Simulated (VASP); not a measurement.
A run of VASP 6.6.1 is set up as follows.

The input INCAR:

```
PREC     = Accurate       # precision mode
ENCUT    = 520            # plane-wave cutoff, eV
EDIFF    = 1E-7           # SCF threshold, eV
ISMEAR   = -1             # smearing method
SIGMA    = 0.05           # smearing width, eV
LREAL    = F              # projectors in reciprocal space
LASPH    = T              # aspherical terms in the spheres
NELM     = 100            # most SCF steps
ALGO     = Normal         # electronic algorithm
ISIF     = 2              # what is computed and relaxed
LWAVE    = F              # write WAVECAR
LCHARG   = T              # write CHGCAR
GGA      = PS             # functional
LELF     = T              # ELF
LVHAR    = T            
NBANDS   = 16             # bands
```

Contents of KPOINTS:

```
Automatic mesh
0
Gamma
  12 12 12
```

Contents of POSCAR:

```
HgTe
1.0
    0.0000000000      3.1893932758      3.1893932758
    3.1893932758      0.0000000000      3.1893932758
    3.1893932758      3.1893932758      0.0000000000
Hg Te
1 1
Direct
    0.0000000000      0.0000000000      0.0000000000
    0.2500000000      0.2500000000      0.2500000000
```

Potentials or basis: VASP PAW PBE potentials, release 64 (Hg, Te).

Run with:

```console
$ cat potpaw_PBE.64/Hg/POTCAR potpaw_PBE.64/Te/POTCAR > POTCAR
$ mpirun -np 1 vasp_std > vasp.out
```

Problem. What does it give for the pressure?

Solution. 3.1 GPa.

Problem. Predict the band gap on the k mesh.

Solution. Zero (filled and empty bands touch).

Caveat: the PAW data sets were made with another functional, which shifts forces and pressure a little; spin-orbit coupling is left out, which moves the levels of the heavy elements.
